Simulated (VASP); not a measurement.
# CdSe (R3m) in VASP: settings compared

Aim: see how the results for CdSe move with the level of theory and the settings. Levels: PBE, r2SCAN. Tasks: single point.

All numbers are computed with VASP 6.6.1; they aren't measurements. Logs are shortened: lines on timing, memory, paths and dates and some standing lists are left out, and cuts for length are marked.

## Step 1: The cell of the first run

The structure is trigonal, space group R3m (No. 160). Conventional cell: a = 4.469 Å, b = 4.469 Å, c = 10.347 Å, α = 90.00°, β = 90.00°, γ = 120.00°. Within 3.5 Å of Cd (site symmetry 3m) lie 4 Se at 2.66 to 2.70 Å. Within 3.5 Å of Se (site symmetry 3m) lie 4 Cd at 2.66 to 2.70 Å.

## Step 2: Single point, PBE (epitaxial 111 strain +3.0%)

Contents of INCAR:

```
PREC = Accurate
ENCUT = 520
EDIFF = 1E-6
ISMEAR = 0
SIGMA = 0.01
LREAL = False
LASPH = True
NELM = 100
ALGO = Normal
ISIF = 2
LWAVE = False
LCHARG = True
GGA = PE
LELF = True
LVHAR = True
NBANDS = 16
```

Contents of KPOINTS:

```
regular mesh
0
Gamma
  4 4 4
```

Contents of POSCAR:

```
CdSe
1.0
   -0.1153037606      3.0445106338      3.0445106338
    3.0445106338     -0.1153037606      3.0445106338
    3.0445106338      3.0445106338     -0.1153037606
Cd Se
1 1
Direct
   -0.0037239811     -0.0037239811     -0.0037239811
    0.2537239811      0.2537239811      0.2537239811
```

Potentials or basis: VASP PAW PBE potentials, release 64 (Cd, Se).

Launch:

```bash
> cat potpaw_PBE.64/Cd/POTCAR potpaw_PBE.64/Se/POTCAR > POTCAR
> mpirun -np 1 vasp_std > vasp.out
```

OUTCAR:

```text
PREC = Accurate
   ENCUT = 520
   EDIFF = 1E-6
   ISMEAR = 0
   LREAL = False
   LASPH = True
   NELM = 100
   ISIF = 2
   GGA = PE

 ion  position               nearest neighbor table
   1  0.996  0.996  0.996-   2 2.66   2 2.70   2 2.70   2 2.70
   2  0.254  0.254  0.254-   1 2.66   1 2.70   1 2.70   1 2.70

  LATTYP: Found a trigonal (rhomboedric) cell.
 ALAT       =     4.3071318712
 COS(alpha) =     0.4617961392

  Lattice vectors:

 A1 = (  -0.1153037606,   3.0445106338,   3.0445106338)
 A2 = (   3.0445106338,  -0.1153037606,   3.0445106338)
 A3 = (   3.0445106338,   3.0445106338,  -0.1153037606)

Analysis of symmetry for initial positions (statically):
=====================================================================
 Subroutine PRICEL returns:
 Original cell was already a primitive cell.

 Routine SETGRP: Setting up the symmetry group for a
 trigonal (rhombohedral) supercell.

 Subroutine GETGRP returns: Found  6 space group operations
 (whereof  6 operations were pure point group operations)
 out of a pool of 12 trial point group operations.

The static configuration has the point symmetry C_3v.

Analysis of symmetry for dynamics (positions and initial velocities):
=====================================================================
 Subroutine PRICEL returns:
 Original cell was already a primitive cell.

 Routine SETGRP: Setting up the symmetry group for a
 trigonal (rhombohedral) supercell.

 Subroutine GETGRP returns: Found  6 space group operations
 (whereof  6 operations were pure point group operations)
 out of a pool of 12 trial point group operations.

The dynamic configuration has the point symmetry C_3v.

 Subroutine INISYM returns: Found  6 space group operations
 (whereof  6 operations are pure point group operations),
 and found     1 'primitive' translations

----------------------------------------------------------------------------------------

                                     Primitive cell

  volume of cell :      59.6441

  direct lattice vectors                    reciprocal lattice vectors
    -0.115303761  3.044510634  3.044510634    -0.155182874  0.161291411  0.161291411
     3.044510634 -0.115303761  3.044510634     0.161291411 -0.155182874  0.161291411
     3.044510634  3.044510634 -0.115303761     0.161291411  0.161291411 -0.155182874

  length of vectors
[... 68 lines left out ...]
   ENCUT  =  520.0 eV  38.22 Ry    6.18 a.u.   8.01  8.01  8.01*2*pi/ulx,y,z
   NELM   =    100;   NELMIN=  2; NELMDL= -5     # of ELM steps
   EDIFF  = 0.1E-05   stopping-criterion for ELM
   LREAL  =      F    real-space projection
   EDIFFG = 0.1E-04   stopping-criterion for IOM
   NSW    =      0    number of steps for IOM
   IBRION =     -1    ionic relax: 0-MD 1-quasi-New 2-CG
   NFREE  =      0    steps in history (QN), initial steepest desc. (CG)
   ISIF   =      2    stress and relaxation
   ISYM   =      2    0-nonsym 1-usesym 2-fastsym
   POTIM  = 0.5000    time-step for ionic-motion
   TEBEG  =    0.0;   TEEND  =   0.0 temperature during run
   PSTRESS=    0.0 pullay stress
   NELECT =      18.0000    total number of electrons
   NUPDOWN=      -1.0000    fix difference up-down
   EMIN   =  10.00;   EMAX   =-10.00  energy-range for DOS
   EFERMI =   0.00;   METHOD = LEGACY
   ISMEAR =     0;   SIGMA  =   0.01  broadening in eV -4-tet -1-fermi 0-gaus
   EFERMI_NEDOS =   21; number of points for ismear=-14 and -15
   IALGO  =     38    algorithm
   IMIX   =      4    mixing-type and parameters
     AMIX     =   0.40;   BMIX     =  1.00
     AMIX_MAG =   1.60;   BMIX_MAG =  1.00
  volume/ion in A,a.u.               =      29.82       201.25
  Fermi-wavevector in a.u.,A,eV,Ry     =   1.098103  2.075114 16.406314  1.205830
  Thomas-Fermi vector in A             =   2.234475
   LORBIT       =      0    0 simple, 1 ext, 2 COOP (PROOUT), +10 PAW based schemes
   GGA     = PE    functional components
   LHFCALC =     F    Hartree Fock is set to
   AEXX    =    0.0000 exact exchange contribution
   IVDW    =     0    specifies the selected vdW correction
   LEPSILON=     F    determine dielectric tensor
   LRPA    =     F    only Hartree local field effects (RPA)
 non-spin polarized calculation
 Gauss-broadening in eV      SIGMA  =   0.01
  energy-cutoff  :      520.00
  volume of cell :       59.64
 maximum number of plane-waves:      1620
   NGX = 15   NGY = 15   NGZ = 15

 number of electron      17.9999999 magnetization

 Free energy of the ion-electron system (eV)
  ---------------------------------------------------
  ext. energy  EPLUGINS =         0.00000000
  ---------------------------------------------------
  free energy    TOTEN  =        -5.43858698 eV

  energy without entropy =       -5.43858698  energy(sigma->0) =       -5.43858698

 E-fermi :   0.6813     XC(G=0):  -8.6152

 val. band max:        0.6149967731   @ k =   0.0000   0.0000   0.0000
 cond. band min:       0.9953957001   @ k =   0.0000   0.0000   0.0000
 fundamental gap:      0.3803989269
 Fermi energy:         0.6812564653

 k-point     1 :       0.0000    0.0000    0.0000
  band No.  band energies     occupation
      1     -11.7488      2.00000
      2      -7.2647      2.00000
      3      -7.2647      2.00000
      4      -7.2521      2.00000
      5      -6.9523      2.00000
      6      -6.9523      2.00000
[... 224 lines left out ...]
      3      -7.1824      2.00000
      4      -6.9253      2.00000
      5      -6.9253      2.00000
      6      -6.6495      2.00000
[... 8 lines left out ...]
     15      12.6097      0.00000
     16      12.6097      0.00000

------------------------ aborting loop because EDIFF is reached ----------------------------------------

  FORCE on cell =-STRESS in cart. coord.  units (eV):
  Direction    XX          YY          ZZ          XY          YZ          ZX
  --------------------------------------------------------------------------------------
  -------------------------------------------------------------------------------------
  Total        0.0886149      0.0886149      0.0886149      0.2792142      0.2792142      0.2792142
  in kB        2.3803989      2.3803989      2.3803989      7.5003293      7.5003293      7.5003293
  external PRESSURE =       2.3803989 kB  Pullay stress =       0.0000000 kB

 VOLUME and BASIS-vectors are now :
 -----------------------------------------------------------------------------
  energy-cutoff  :      520.00
  volume of cell :       59.64
      direct lattice vectors                 reciprocal lattice vectors
    -0.115303761  3.044510634  3.044510634    -0.155182874  0.161291411  0.161291411
     3.044510634 -0.115303761  3.044510634     0.161291411 -0.155182874  0.161291411
     3.044510634  3.044510634 -0.115303761     0.161291411  0.161291411 -0.155182874

 POSITION                                       TOTAL-FORCE (eV/Angst)
 -----------------------------------------------------------------------------------
      5.95147      5.95147      5.95147        -0.006844     -0.006844     -0.006844
      1.51568      1.51568      1.51568         0.006844      0.006844      0.006844
 -----------------------------------------------------------------------------------
    total drift:                                0.000038      0.000038      0.000038

  FREE ENERGIE OF THE ION-ELECTRON SYSTEM (eV)
  ---------------------------------------------------
  free  energy   TOTEN  =        -5.4385869793 eV

  energy  without entropy=       -5.4385869793  energy(sigma->0) =       -5.43858698
```

OSZICAR:

```text
N       E                     dE             d eps       ncg     rms          rms(c)
DAV:   1     0.105136474279E+03    0.10514E+03   -0.87625E+03   432   0.100E+03
DAV:   2    -0.182849121674E+01   -0.10696E+03   -0.10197E+03   512   0.242E+02
DAV:   3    -0.582809417235E+01   -0.39996E+01   -0.39941E+01   496   0.491E+01
DAV:   4    -0.584550614672E+01   -0.17412E-01   -0.17411E-01   544   0.322E+00
DAV:   5    -0.584561800593E+01   -0.11186E-03   -0.11186E-03   496   0.225E-01    0.552E+00
DAV:   6    -0.546020797800E+01    0.38541E+00   -0.57867E-01   592   0.862E+00    0.448E+00
DAV:   7    -0.543707966129E+01    0.23128E-01   -0.14711E-01   512   0.250E+00    0.197E+00
DAV:   8    -0.543818844926E+01   -0.11088E-02   -0.13618E-02   464   0.137E+00    0.248E-01
DAV:   9    -0.543844727813E+01   -0.25883E-03   -0.15010E-03   496   0.472E-01    0.506E-02
DAV:  10    -0.543852895670E+01   -0.81679E-04   -0.17387E-04   520   0.157E-01    0.465E-02
DAV:  11    -0.543858748807E+01   -0.58531E-04   -0.97537E-05   480   0.615E-02    0.175E-02
DAV:  12    -0.543858697925E+01    0.50881E-06   -0.25361E-06   496   0.174E-02
   1 F= -.54385870E+01 E0= -.54385870E+01  d E =-.755459E-23
```

stdout:

```text
POSCAR found type information on POSCAR CdSe
 POSCAR found :  2 types and       2 ions
 scaLAPACK will be used
 LDA part: xc-table for (Slater+PW92), standard interpolation
 POSCAR, INCAR and KPOINTS ok, starting setup
 FFT: planning ... GRIDC
 FFT: planning ... GRID_SOFT
 FFT: planning ... GRID
 WAVECAR not read
 entering main loop
```

Run time: 14 s. Hardware: 1 thread of Intel Xeon Platinum 8488C (Sapphire Rapids), shared host; peak memory 0.17 GiB.

Results:

| Quantity | Value |
| --- | --- |
| Free energy | -5.4386 eV |
| Pressure | 0.2 GPa |
| Largest force | 0.012 eV/Å |
| Band gap on the k mesh | 0.38 eV, direct |

Forces in eV/Å, atoms in the order of the input:
```
Cd  -0.007 -0.007 -0.007
Se   0.007  0.007  0.007
```

Levels at points of the mesh, in eV from the valence-band top:
```
           k point  band 5  band 6  band 7  band 8  band 9  band 10  band 11  band 12  band 13  band 14
(0.00, 0.00, 0.00)   -7.57   -7.57   -0.16   -0.16    0.00     0.38     5.64     5.64     6.26     9.46
(0.50, 0.00, 0.00)   -7.54   -7.33   -4.20   -0.81   -0.62     2.30     6.38     6.41     7.10     9.84
(0.50, 0.50, 0.00)   -7.52   -7.26   -3.92   -1.90   -1.60     2.99     3.71     8.60     9.70     9.90
(0.50, 0.50, 0.50)   -7.54   -7.26   -4.03   -0.90   -0.90     1.89     6.04     6.04     7.26     9.73
```

Caveat: the k points lie up to 0.43 Å⁻¹ apart; the cell differs from its parent crystal (epitaxial 111 strain +3.0%).

## Step 3: Single point, PBE (epitaxial 111 strain +4.0%)

Contents of INCAR:

```
SYSTEM = CdSe
  PREC = Accurate
  ENCUT = 520
  EDIFF = 1E-6
  ISMEAR = 0
  SIGMA = 0.01
  LREAL = .False.
  LASPH = .True.
  NELM = 80
  ALGO = Normal
  ISIF = 2
  LWAVE = .False.
  LCHARG = .True.
  GGA = PE
  LELF = .True.
  LVHAR = .True.
  NBANDS = 16
```

Contents of KPOINTS:

```
regular mesh
0
Gamma
  4 4 4
  0 0 0
```

Contents of POSCAR:

```
CdSe
1.0
   -0.1534428726      3.0370493315      3.0370493315
    3.0370493315     -0.1534428726      3.0370493315
    3.0370493315      3.0370493315     -0.1534428726
Cd Se
1 1
Direct
   -0.0049977614     -0.0049977614     -0.0049977614
    0.2549977614      0.2549977614      0.2549977614
```

Potentials or basis: VASP PAW PBE potentials, release 64 (Cd, Se).

Launch:

```bash
> cat potpaw_PBE.64/Cd/POTCAR potpaw_PBE.64/Se/POTCAR > POTCAR
> mpirun -np 1 vasp_std > vasp.out
```

It took 14 s on 1 thread of Intel Xeon Platinum 8488C (Sapphire Rapids), shared host; peak memory 0.18 GiB.

The run converged. Its results:

```yaml
Free_energy: -5.4269 eV
Pressure: -0.2 GPa
Largest_force: 0.009 eV/Å
Band_gap_on_the_k_mesh: 0.38 eV, direct
```

Forces in eV/Å, atoms in the order of the input:
```
Cd  -0.005 -0.005 -0.005
Se   0.005  0.005  0.005
```

Stress tensor (GPa, compression positive):
```
-0.25  0.96  0.96
 0.96 -0.25  0.96
 0.96  0.96 -0.25
```

Levels at points of the mesh, in eV from the valence-band top:
| k point | band 5 | band 6 | band 7 | band 8 | band 9 | band 10 | band 11 | band 12 | band 13 | band 14 |
| --- | --- | --- | --- | --- | --- | --- | --- | --- | --- | --- |
| (0.00, 0.00, 0.00) | -7.54 | -7.54 | -0.17 | -0.17 | 0.00 | 0.38 | 5.59 | 5.59 | 6.42 | 9.44 |
| (0.50, 0.00, 0.00) | -7.52 | -7.32 | -4.14 | -0.80 | -0.55 | 2.32 | 6.41 | 6.41 | 7.09 | 9.85 |
| (0.50, 0.50, 0.00) | -7.49 | -7.24 | -3.86 | -1.89 | -1.50 | 2.93 | 3.78 | 8.48 | 9.60 | 9.93 |
| (0.50, 0.50, 0.50) | -7.51 | -7.24 | -3.93 | -0.91 | -0.91 | 1.79 | 5.95 | 5.95 | 7.24 | 9.70 |

Caveat: the k points lie up to 0.43 Å⁻¹ apart; the cell differs from its parent crystal (epitaxial 111 strain +4.0%).

## Step 4: Single point, r2SCAN (epitaxial 111 strain -3.0%)

Contents of POSCAR:

```
CdSe
1.0
    0.1164312953      3.0921788317      3.0921788317
    3.0921788317      0.1164312953      3.0921788317
    3.0921788317      3.0921788317      0.1164312953
Cd Se
1 1
Direct
    0.0041552106      0.0041552106      0.0041552106
    0.2458447894      0.2458447894      0.2458447894
```

Contents of INCAR.step1:

```
  PREC = Accurate
  ENCUT = 520
  ISMEAR = 0
  SIGMA = 0.01
  LREAL = False
  LASPH = True
  NELM = 80
  NBANDS = 16
  GGA = PE
  ALGO = Normal
  EDIFF = 1E-4
  LWAVE = True
  LCHARG = False
```

Contents of INCAR.step2:

```
  PREC = Accurate
  ENCUT = 520
  EDIFF = 1E-7
  ISMEAR = 0
  SIGMA = 0.01
  LREAL = False
  LASPH = True
  NELM = 80
  ALGO = Normal
  ISIF = 2
  LWAVE = False
  LCHARG = False
  METAGGA = R2SCAN
  LMIXTAU = True
  NBANDS = 16
  ISTART = 1
```

Contents of KPOINTS:

```
regular mesh
0
Gamma
  8 8 8
```

Launch:

```bash
> cat potpaw_PBE.64/Cd/POTCAR potpaw_PBE.64/Se/POTCAR > POTCAR
> cp INCAR.step1 INCAR
> mpirun -np 1 vasp_std > vasp.out
> cp INCAR.step2 INCAR
> mpirun -np 1 vasp_std > vasp.out
```

Wall time 3.7 min (1 thread of Intel Xeon Platinum 8488C (Sapphire Rapids), shared host); peak memory 0.25 GiB.

The run converged. Its results:

```
Free energy            : -35.8850 eV
Pressure               : 2.0 GPa
Largest force          : 0.004 eV/Å
Band gap on the k mesh : 0.96 eV, direct
```

Forces in eV/Å, atoms in the order of the input:
```
Cd  -0.002 -0.002 -0.002
Se   0.002  0.002  0.002
```

Stress tensor (GPa, compression positive):
```
 2.00 -0.87 -0.87
-0.87  2.00 -0.87
-0.87 -0.87  2.00
```

Levels at points of the mesh, in eV from the valence-band top:
```
           k point  band 7  band 8  band 9  band 10  band 11  band 12
(0.00, 0.00, 0.00)   -0.31    0.00    0.00     0.96     6.02     6.62
(0.50, 0.00, 0.00)   -4.51   -1.05   -0.76     2.64     6.72     6.74
(0.50, 0.50, 0.00)   -4.21   -2.16   -1.83     3.22     4.19     9.47
(0.50, 0.50, 0.50)   -4.73   -0.71   -0.71     3.17     7.16     7.16
```

Caveat: the cell differs from its parent crystal (epitaxial 111 strain -3.0%); the PAW data sets were made with another functional, which shifts forces and pressure a little.

(Part 1 of 2 ends here.)
